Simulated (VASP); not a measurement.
Wanted: the native input for a VASP 6.6.1 run.

```
Task                   : single point
Functional             : PBE
Potentials or basis    : VASP PAW PBE potentials, release 64 (Al)
Cutoff                 : 520 eV
k mesh                 : 14 × 14 × 14
Occupations            : fermi-dirac, width 0.05 eV
Spin                   : no spin polarisation
Dipole correction      : no
Further INCAR settings : ALGO = Normal; EDIFF = 1e-06; NBANDS = 8
```

The structure of Al lies in POSCAR:

```
Al
1.0
    0.0000000000      2.0307042354      2.0307042354
    2.0307042354      0.0000000000      2.0307042354
    2.0307042354      2.0307042354      0.0000000000
Al
1
Direct
    0.0000000000      0.0000000000      0.0000000000
```

This cell differs from its parent crystal: volume scaled by 1.01.

One way to write it, as run:

INCAR

```
SYSTEM = Al
ALGO     = Normal         ! electronic algorithm
EDIFF    = 1E-6           ! SCF threshold, eV
ENCUT    = 520            ! plane-wave cutoff, eV
GGA      = PE             ! functional
ISIF     = 2              ! what is computed and relaxed
ISMEAR   = -1             ! smearing method
LASPH    = .TRUE.         ! aspherical terms in the spheres
LCHARG   = .FALSE.        ! write CHGCAR
LREAL    = .FALSE.        ! projectors in reciprocal space
LWAVE    = .FALSE.        ! write WAVECAR
NBANDS   = 8              ! bands
NELM     = 80             ! most SCF steps
PREC     = Accurate       ! precision mode
SIGMA    = 0.05           ! smearing width, eV
```

KPOINTS

```
k-points
0
G
  14 14 14
  0 0 0
```

Potentials or basis: VASP PAW PBE potentials, release 64 (Al).

The run is started by

```bash
$ cat potpaw_PBE.64/Al/POTCAR > POTCAR
$ mpirun -np 1 vasp_std > vasp.out
```

Results of the run:

```yaml
Pressure: -1.4 GPa
```

Wall time 10 s on 1 thread of Intel Xeon 6975P-C (shared host), peak memory 0.14 GiB.
